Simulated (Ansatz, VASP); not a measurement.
# One calculation of W, two programs

Contents of INCAR:

```
SYSTEM = W
  PREC = Accurate
  ENCUT = 520
  EDIFF = 1E-6
  ISMEAR = 0
  SIGMA = 0.1
  LREAL = .FALSE.
  LASPH = .TRUE.
  NELM = 60
  ALGO = Normal
  ISIF = 2
  LWAVE = .FALSE.
  LCHARG = .FALSE.
  GGA = PS
  NBANDS = 21
```

The input KPOINTS:

```
Automatic mesh
0
G
  16 16 16
  0 0 0
```

File POSCAR:

```
W
1.0
    3.1543279752      0.0000000000      0.0000000000
    0.0000000000      3.1543279752      0.0000000000
    0.0000000000      0.0000000000      3.1543279752
W
2
Direct
    0.0000000000      0.0000000000      0.0000000000
    0.5000000000      0.5000000000      0.5000000000
```

Input for Ansatz:

```yaml
crystal:
  lattice:
    - [3.1543279752, 0.0, 0.0]
    - [0.0, 3.1543279752, 0.0]
    - [0.0, 0.0, 3.1543279752]
  atoms:
    - { symbol: W, position: [0.0, 0.0, 0.0] }
    - { symbol: W, position: [0.5, 0.5, 0.5] }
basis:
  ecutwfc: 420
kpoints:
  mp_grid: { grid: [16, 16, 16] }
hamiltonian:
  xc: pbesol
scf:
  occupations: { method: gaussian, width: 0.1 }
output:
  forces: true
  stress: true
  eigenvalues: true
  write_density: true
  write_potential: true
  elf: true
  volumetric_format: npy
```

Alike in both runs: task single point; functional PBEsol; k mesh 16 × 16 × 16; occupations gaussian, width 0.1 eV; no spin polarisation.

|  | VASP | Ansatz |
| --- | --- | --- |
| version | VASP 6.6.1 | Ansatz 0.2.0 |
| potentials or method | VASP PAW PBE potentials, release 64 (W_sv), cutoff 520 eV | scalar-relativistic, plane waves, PAW |
| valence electrons in the cell | 28 | 28 |

|  | VASP | Ansatz | Ansatz less VASP |
| --- | --- | --- | --- |
| gap on the k mesh at the Fermi level (eV) | none | none | - |
| pressure (GPa) | 0.6 | -0.1 | -0.64 |

VASP's potentials were made for PBE, not for PBEsol. A gap of «none» marks a metal or a gap that the smearing closes.

Neither program's run includes spin-orbit coupling.
